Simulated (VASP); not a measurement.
# Si (C2/m) in VASP: further runs

Si is run at these levels: PBE; tasks: single point.

Everything below comes from runs of VASP 6.6.1. Logs are shortened: lines on timing, memory, paths and dates and some standing lists are left out, and cuts for length are marked.

**1. The cell of the first run**

Symmetry: C2/m, No. 12, monoclinic system. The conventional cell has a = 4.582 Å, b = 2.642 Å, c = 2.500 Å, α = 90.00°, β = 95.72°, γ = 90.00°. Within 3.3 Å of Si (site symmetry 2/m) lie 8 Si at 2.50 to 2.64 Å.

**2. Single point, PBE (strain -0.1000 x Voigt [0, 0, 0, 1, 0, 0])**

File INCAR:

```
SYSTEM = Si
  ALGO = Normal
  EDIFF = 1E-6
  ENCUT = 520
  GGA = PE
  ISIF = 2
  ISMEAR = 0
  LASPH = .TRUE.
  LCHARG = .FALSE.
  LREAL = .FALSE.
  LWAVE = .FALSE.
  NBANDS = 8
  NELM = 80
  PREC = Accurate
  SIGMA = 0.15
```

File KPOINTS:

```
k-points
0
G
  24 24 24
  0 0 0
```

File POSCAR:

```
Si
1.0
    2.6421154114      0.0000000000      0.0000000000
   -1.3210577057      2.2881390660     -0.1144069533
    0.0000000000     -0.1248454279      2.4969085588
Si
1
Direct
    0.0000000000      0.0000000000      0.0000000000
```

Potentials or basis: VASP PAW PBE potentials, release 64 (Si).

On the command line:

```bash
cat potpaw_PBE.64/Si/POTCAR > POTCAR
mpirun -np 1 vasp_std > vasp.out
```

OUTCAR:

```text
SYSTEM = Si
   EDIFF = 1E-6
   ENCUT = 520
   GGA = PE
   ISIF = 2
   ISMEAR = 0
   LASPH = .TRUE.
   LREAL = .FALSE.
   NELM = 80
   PREC = Accurate

 ion  position               nearest neighbor table
   1  0.000  0.000  0.000-

  LATTYP: Found a base centered monoclinic cell.
 ALAT       =     4.5819949089
 B/A-ratio  =     0.5766299317
 C/A-ratio  =     0.5456199310
 COS(beta)  =    -0.0997506234

  Lattice vectors:

 A1 = (   1.3210577057,   2.2881390660,  -0.1144069533)
 A2 = (  -1.3210577057,   2.2881390660,  -0.1144069533)
 A3 = (   0.0000000000,  -0.1248454279,   2.4969085588)

Analysis of symmetry for initial positions (statically):
=====================================================================
 Subroutine PRICEL returns:
 Original cell was already a primitive cell.

 Routine SETGRP: Setting up the symmetry group for a
 base centered monoclinic supercell.

 Subroutine GETGRP returns: Found  4 space group operations
 (whereof  4 operations were pure point group operations)
 out of a pool of  4 trial point group operations.

The static configuration has the point symmetry C_2h.

Analysis of symmetry for dynamics (positions and initial velocities):
=====================================================================
 Subroutine PRICEL returns:
 Original cell was already a primitive cell.

 Routine SETGRP: Setting up the symmetry group for a
 base centered monoclinic supercell.

 Subroutine GETGRP returns: Found  4 space group operations
 (whereof  4 operations were pure point group operations)
 out of a pool of  4 trial point group operations.

The dynamic configuration has the point symmetry C_2h.

 Subroutine INISYM returns: Found  4 space group operations
 (whereof  4 operations are pure point group operations),
 and found     1 'primitive' translations

----------------------------------------------------------------------------------------

                                     Primitive cell

  volume of cell :      15.0574

  direct lattice vectors                    reciprocal lattice vectors
     2.642115411  0.000000000  0.000000000     0.378484602  0.219065851  0.010953293
    -1.321057706  2.288139066 -0.114406953     0.000000000  0.438131703  0.021906585
     0.000000000 -0.124845428  2.496908559     0.000000000  0.020074950  0.401498990

  length of vectors
     2.642115411  2.644591235  2.500027746     0.437447615  0.438679026  0.402000551

  position of ions in fractional coordinates (direct lattice)
     0.000000000  0.000000000  0.000000000

  ion indices of the primitive-cell ions
   primitive index   ion index
                 1           1

----------------------------------------------------------------------------------------

 KPOINTS: k-points

Automatic generation of k-mesh.
 Grid dimensions read from file:
 generate k-points for:   24   24   24

 Generating k-lattice:

  Cartesian coordinates                     Fractional coordinates (reciprocal lattice)
     0.015770192  0.009127744  0.000456387     0.041666667  0.000000000  0.000000000
     0.000000000  0.018255488  0.000912774     0.000000000  0.041666667  0.000000000
     0.000000000  0.000836456  0.016729125     0.000000000  0.000000000  0.041666667

  Length of vectors
     0.018226984  0.018278293  0.016750023

  Shift w.r.t. Gamma in fractional coordinates (k-lattice)
     0.000000000  0.000000000  0.000000000

 Subroutine IBZKPT returns following result:
 ===========================================

 Found   3614 irreducible k-points:

 Following reciprocal coordinates:
            Coordinates               Weight
  0.000000  0.000000  0.000000      1.000000
  0.041667 -0.000000  0.000000      4.000000
  0.083333 -0.000000 -0.000000      4.000000
  0.125000 -0.000000  0.000000      4.000000
  0.166667 -0.000000 -0.000000      4.000000
  0.208333 -0.000000 -0.000000      4.000000
[... 16 lines left out ...]
  0.375000  0.041667 -0.000000      4.000000
  0.416667  0.041667  0.000000      4.000000
 [... further k-points ...]
   k-points           NKPTS =   3614   k-points in BZ     NKDIM =   3614   number of bands    NBANDS=      8
   number of dos      NEDOS =    301   number of ions     NIONS =      1
   total plane-waves  NPLWV =   8000
   dimension x,y,z NGX =    20 NGY =   20 NGZ =   20
   dimension x,y,z NGXF=    40 NGYF=   40 NGZF=   40
   ions per type =               1
   NGX,Y,Z   is equivalent  to a cutoff of  12.58, 12.57, 13.30 a.u.
   NGXF,Y,Z  is equivalent  to a cutoff of  25.17, 25.15, 26.60 a.u.
 SYSTEM =  Si
   PREC   = accura    normal or accurate (medium, high low for compatibility)
   ISTART =      0    job   : 0-new  1-cont  2-samecut
   ICHARG =      2    charge: 1-file 2-atom 10-const
   ISPIN  =      1    spin polarized calculation?
   LNONCOLLINEAR =      F non collinear calculations
   LSORBIT =      F    spin-orbit coupling
   LASPH  =      T    aspherical Exc in radial PAW
   ENCUT  =  520.0 eV  38.22 Ry    6.18 a.u.   4.91  4.92  4.65*2*pi/ulx,y,z
   NELM   =     80;   NELMIN=  2; NELMDL= -5     # of ELM steps
   EDIFF  = 0.1E-05   stopping-criterion for ELM
   LREAL  =      F    real-space projection
   EDIFFG = 0.1E-04   stopping-criterion for IOM
   NSW    =      0    number of steps for IOM
   IBRION =     -1    ionic relax: 0-MD 1-quasi-New 2-CG
   NFREE  =      0    steps in history (QN), initial steepest desc. (CG)
   ISIF   =      2    stress and relaxation
   ISYM   =      2    0-nonsym 1-usesym 2-fastsym
   POTIM  = 0.5000    time-step for ionic-motion
   TEBEG  =    0.0;   TEEND  =   0.0 temperature during run
   PSTRESS=    0.0 pullay stress
   NELECT =       4.0000    total number of electrons
   NUPDOWN=      -1.0000    fix difference up-down
   EMIN   =  10.00;   EMAX   =-10.00  energy-range for DOS
   EFERMI =   0.00;   METHOD = LEGACY
   ISMEAR =     0;   SIGMA  =   0.15  broadening in eV -4-tet -1-fermi 0-gaus
   EFERMI_NEDOS =   21; number of points for ismear=-14 and -15
   IALGO  =     38    algorithm
   IMIX   =      4    mixing-type and parameters
     AMIX     =   0.40;   BMIX     =  1.00
     AMIX_MAG =   1.60;   BMIX_MAG =  1.00
  volume/ion in A,a.u.               =      15.06       101.61
  Fermi-wavevector in a.u.,A,eV,Ry     =   1.052394  1.988736 15.068895  1.107533
  Thomas-Fermi vector in A             =   2.187475
   LORBIT       =      0    0 simple, 1 ext, 2 COOP (PROOUT), +10 PAW based schemes
   GGA     = PE    functional components
   LHFCALC =     F    Hartree Fock is set to
   AEXX    =    0.0000 exact exchange contribution
   IVDW    =     0    specifies the selected vdW correction
   LEPSILON=     F    determine dielectric tensor
   LRPA    =     F    only Hartree local field effects (RPA)
 non-spin polarized calculation
 Gauss-broadening in eV      SIGMA  =   0.15
  energy-cutoff  :      520.00
  volume of cell :       15.06
 maximum number of plane-waves:       418
   NGX =  9   NGY =  9   NGZ =  9

 number of electron       4.0000000 magnetization

 Free energy of the ion-electron system (eV)
  ---------------------------------------------------
  ext. energy  EPLUGINS =         0.00000000
  ---------------------------------------------------
  free energy    TOTEN  =        -5.08514187 eV

  energy without entropy =       -5.08093285  energy(sigma->0) =       -5.08303736

 E-fermi :   9.3621     XC(G=0): -10.9683

 val. band max:        9.3585710951   @ k =   0.2500  -0.3333   0.2917
 cond. band min:       9.3684523189   @ k =  -0.4167   0.3333   0.3750
 fundamental gap:      0.0098812238
 Fermi energy:         9.3620803455

 k-point     1 :       0.0000    0.0000    0.0000
  band No.  band energies     occupation
      1      -4.5473      2.00000
      2      16.9321      0.00000
      3      17.1383      0.00000
      4      19.5440      0.00000
      5      19.6509      0.00000
      6      21.5837      0.00000
      7      21.6690      0.00000
      8      26.9454      0.00000

 k-point     2 :       0.0417   -0.0000    0.0000
  band No.  band energies     occupation
      1      -4.4992      2.00000
      2      16.7417      0.00000
      3      17.1740      0.00000
      4      19.2029      0.00000
      5      19.2686      0.00000
      6      21.6194      0.00000
      7      22.1044      0.00000
      8      27.4793      0.00000

 k-point     3 :       0.0833   -0.0000   -0.0000
  band No.  band energies     occupation
      1      -4.3551      2.00000
      2      16.0767      0.00000
      3      17.2627      0.00000
      4      18.5602      0.00000
      5      18.6061      0.00000
      6      21.6137      0.00000
      7      23.0529      0.00000
      8      28.5904      0.00000

 k-point     4 :       0.1250   -0.0000    0.0000
  band No.  band energies     occupation
      1      -4.1152      2.00000
      2      14.9008      0.00000
      3      17.3515      0.00000
      4      17.8968      0.00000
      5      18.1782      0.00000
      6      21.6224      0.00000
      7      24.1889      0.00000
      8      29.2426      0.00000

 k-point     5 :       0.1667   -0.0000   -0.0000
  band No.  band energies     occupation
      1      -3.7799      2.00000
      2      13.4461      0.00000
      3      17.0578      0.00000
      4      17.5880      0.00000
      5      18.0186      0.00000
      6      21.7277      0.00000
      7      25.4383      0.00000
      8      29.8421      0.00000

 k-point     6 :       0.2083   -0.0000   -0.0000
  band No.  band energies     occupation
      1      -3.3498      2.00000
      2      11.9025      0.00000
      3      16.4965      0.00000
      4      17.3597      0.00000
      5      18.2104      0.00000
      6      21.9739      0.00000
      7      26.7765      0.00000
      8      30.0530      0.00000

 k-point     7 :       0.2500   -0.0000    0.0000
  band No.  band energies     occupation
      1      -2.8259      2.00000
      2      10.3562      0.00000
      3      15.9786      0.00000
      4      17.0663      0.00000
      5      18.5747      0.00000
      6      22.3673      0.00000
      7      28.1851      0.00000
      8      29.3625      0.00000
[... 133 lines left out ...]
 k-point    20 :       0.2500    0.0417    0.0000
  band No.  band energies     occupation
      1      -2.4915      2.00000
      2       9.6205      0.01482
      3      14.8600      0.00000
      4      17.6638      0.00000
      5      18.9076      0.00000
      6      22.7002      0.00000
      7      28.5186      0.00000
      8      28.9170      0.00000

 k-point    21 :       0.2917    0.0417    0.0000
  band No.  band energies     occupation
      1      -1.8288      2.00000
      2       8.1397      2.00000
      3      14.4433      0.00000
      4      17.4709      0.00000
      5      19.3377      0.00000
      6      23.2831      0.00000
      7      27.8181      0.00000
      8      29.9522      0.00000

 k-point    22 :       0.3333    0.0417    0.0000
  band No.  band energies     occupation
      1      -1.0760      2.00000
      2       6.7223      2.00000
      3      14.1076      0.00000
      4      17.2718      0.00000
      5      19.8692      0.00000
      6      23.9642      0.00000
      7      26.7731      0.00000
      8      30.8254      0.00000

 k-point    23 :       0.3750    0.0417   -0.0000
  band No.  band energies     occupation
      1      -0.2368      2.00000
      2       5.3797      2.00000
      3      13.8535      0.00000
      4      17.1053      0.00000
      5      20.4640      0.00000
      6      24.6493      0.00000
      7      25.8669      0.00000
      8      30.2279      0.00000

 k-point    24 :       0.4167    0.0417    0.0000
  band No.  band energies     occupation
      1       0.6787      2.00000
      2       4.1268      2.00000
      3      13.6817      0.00000
      4      16.9899      0.00000
      5      21.0713      0.00000
      6      24.6157      0.00000
      7      25.8383      0.00000
      8      29.2644      0.00000

 [... further k-points ...]

------------------------ aborting loop because EDIFF is reached ----------------------------------------

  FORCE on cell =-STRESS in cart. coord.  units (eV):
  Direction    XX          YY          ZZ          XY          YZ          ZX
  --------------------------------------------------------------------------------------
  -------------------------------------------------------------------------------------
  Total       -0.0179063      0.1026207     -0.0598195      0.0000000      0.6205562      0.0000000
  in kB       -1.9053196     10.9193290     -6.3650798      0.0000000     66.0301049      0.0000000
  external PRESSURE =       0.8829765 kB  Pullay stress =       0.0000000 kB

 VOLUME and BASIS-vectors are now :
 -----------------------------------------------------------------------------
  energy-cutoff  :      520.00
  volume of cell :       15.06
      direct lattice vectors                 reciprocal lattice vectors
     2.642115411  0.000000000  0.000000000     0.378484602  0.219065851  0.010953293
    -1.321057706  2.288139066 -0.114406953     0.000000000  0.438131703  0.021906585
     0.000000000 -0.124845428  2.496908559     0.000000000  0.020074950  0.401498990

 POSITION                                       TOTAL-FORCE (eV/Angst)
 -----------------------------------------------------------------------------------
      0.00000      0.00000      0.00000        -0.000000      0.000000      0.000000
 -----------------------------------------------------------------------------------
    total drift:                               -0.000000     -0.000000      0.000000

  FREE ENERGIE OF THE ION-ELECTRON SYSTEM (eV)
  ---------------------------------------------------
  free  energy   TOTEN  =        -5.0851418744 eV

  energy  without entropy=       -5.0809328479  energy(sigma->0) =       -5.08303736
```

Run time: 3.5 min. Hardware: 1 thread of Intel Xeon Platinum 8259CL at 2.50GHz (Skylake/Cascade Lake), shared host; peak memory 0.44 GiB.

What came out:

| Property | Result |
| --- | --- |
| Free energy | -5.0851 eV |
| Pressure | 0.1 GPa |
| Band gap on the k mesh | zero (bands 2 and 3 overlap by 11.99 eV) |

Caveat: the cell differs from its parent crystal (strain -0.1000 x Voigt [0, 0, 0, 1, 0, 0]).

**3. Single point, PBE (strain +0.0750 x Voigt [0, 0, 0, 1, 0, 0])**

File INCAR:

```
SYSTEM = Si
PREC = Accurate
ENCUT = 520
EDIFF = 1E-6
ISMEAR = 0
SIGMA = 0.15
LREAL = .FALSE.
LASPH = .TRUE.
NELM = 100
ALGO = Normal
ISIF = 2
LWAVE = .FALSE.
LCHARG = .FALSE.
GGA = PE
NBANDS = 8
```

File KPOINTS:

```
regular mesh
0
G
  24 24 24
  0 0 0
```

File POSCAR:

```
Si
1.0
    2.6421154114      0.0000000000      0.0000000000
   -1.3210577057      2.2881390660      0.0858052150
    0.0000000000      0.0936340710      2.4969085588
Si
1
Direct
    0.0000000000      0.0000000000      0.0000000000
```

Potentials or basis: VASP PAW PBE potentials, release 64 (Si).

On the command line:

```bash
cat potpaw_PBE.64/Si/POTCAR > POTCAR
mpirun -np 1 vasp_std > vasp.out
```

Wall time 3.2 min (1 thread of Intel Xeon Platinum 8259CL at 2.50GHz (Skylake/Cascade Lake), shared host); peak memory 0.45 GiB.

The run converged. Its results:

* Free energy: -5.0991 eV
* Pressure: 0.0 GPa
* Band gap on the k mesh: zero (bands 2 and 3 overlap by 11.94 eV)

Stress tensor (GPa, compression positive):
```
 0.13  0.00  0.00
 0.00  0.86 -5.22
 0.00 -5.22 -0.88
```

Levels at points of the mesh, in eV from the Fermi level:
```tsv
k point	band 1	band 2	band 3	band 4	band 5	band 6	band 7
(0.00, 0.00, 0.00)	-13.90	7.51	7.73	10.16	10.22	12.21	12.26
(0.50, 0.00, 0.00)	-7.54	-6.64	5.11	6.57	12.32	14.69	16.93
(0.00, 0.50, 0.00)	-7.51	-6.63	5.06	6.50	11.95	14.14	17.51
(0.00, 0.00, 0.50)	-9.16	-7.04	13.26	13.50	14.53	14.66	16.52
(0.50, 0.00, 0.50)	-3.05	-2.06	-1.88	1.64	8.35	11.14	13.47
(0.00, 0.50, 0.50)	-3.35	-2.23	-1.53	1.83	8.59	12.17	12.36
```

Caveat: the cell differs from its parent crystal (strain +0.0750 x Voigt [0, 0, 0, 1, 0, 0]).

**4. Single point, PBE (strain +0.0875 x Voigt [0, 0, 0, 1, 0, 0])**

File INCAR:

```
PREC = Accurate ; ENCUT = 520
EDIFF = 1E-7 ; ISMEAR = 0
SIGMA = 0.15 ; LREAL = False
LASPH = True ; NELM = 100
ALGO = Normal ; ISIF = 2
LWAVE = False ; LCHARG = False
GGA = PE ; NBANDS = 8
```

File KPOINTS:

```
regular mesh
0
Gamma
  24 24 24
```

File POSCAR:

```
Si
1.0
    2.6421154114      0.0000000000      0.0000000000
   -1.3210577057      2.2881390660      0.1001060841
    0.0000000000      0.1092397494      2.4969085588
Si
1
Direct
    0.0000000000      0.0000000000      0.0000000000
```

On the command line:

```bash
cat potpaw_PBE.64/Si/POTCAR > POTCAR
mpirun -np 1 vasp_std > vasp.out
```

It took 3.5 min on 1 thread of Intel Xeon Platinum 8259CL at 2.50GHz (Skylake/Cascade Lake), shared host; peak memory 0.44 GiB.

The run converged. Its results:

| Item | Value |
| --- | --- |
| Free energy | -5.0925 eV |
| Pressure | 0.1 GPa |
| Band gap on the k mesh | zero (bands 2 and 3 overlap by 11.97 eV) |

Stress tensor (GPa, compression positive):
```
-0.02  0.00  0.00
 0.00  0.97 -5.92
 0.00 -5.92 -0.77
```

Levels at points of the mesh, in eV from the Fermi level:
```csv
k point,band 1,band 2,band 3,band 4,band 5
"(0.00, 0.00, 0.00)",-13.91,7.54,7.75,10.17,10.25
"(0.50, 0.00, 0.00)",-7.54,-6.64,5.13,6.59,12.29
"(0.00, 0.50, 0.00)",-7.50,-6.63,5.06,6.49,11.80
"(0.00, 0.00, 0.50)",-9.15,-7.04,13.15,13.48,14.44
"(0.50, 0.00, 0.50)",-3.09,-2.07,-1.83,1.67,8.28
"(0.00, 0.50, 0.50)",-3.46,-2.30,-1.39,1.92,8.60
```

Caveat: the cell differs from its parent crystal (strain +0.0875 x Voigt [0, 0, 0, 1, 0, 0]).

**5. The runs side by side**

| cell | gap on the mesh (eV) | pressure (GPa) |
| --- | --- | --- |
| a = 2.642, b = 2.645, c = 2.500 Å, angles 95.0, 90.0, 120.0°, 1 atom | none | 0.1 |
| a = 2.642, b = 2.644, c = 2.499 Å, angles 86.3, 90.0, 120.0°, 1 atom | none | 0.0 |
| a = 2.642, b = 2.644, c = 2.499 Å, angles 85.7, 90.0, 120.0°, 1 atom | none | 0.1 |

Alike in all rows: task single point; level PBE; potentials or basis VASP PAW PBE potentials, release 64 (Si); no spin polarisation; k mesh 24 × 24 × 24; cutoff (eV) 520; smearing gaussian 0.15 eV.

Absolute energies hang on the potentials; compare differences alone.
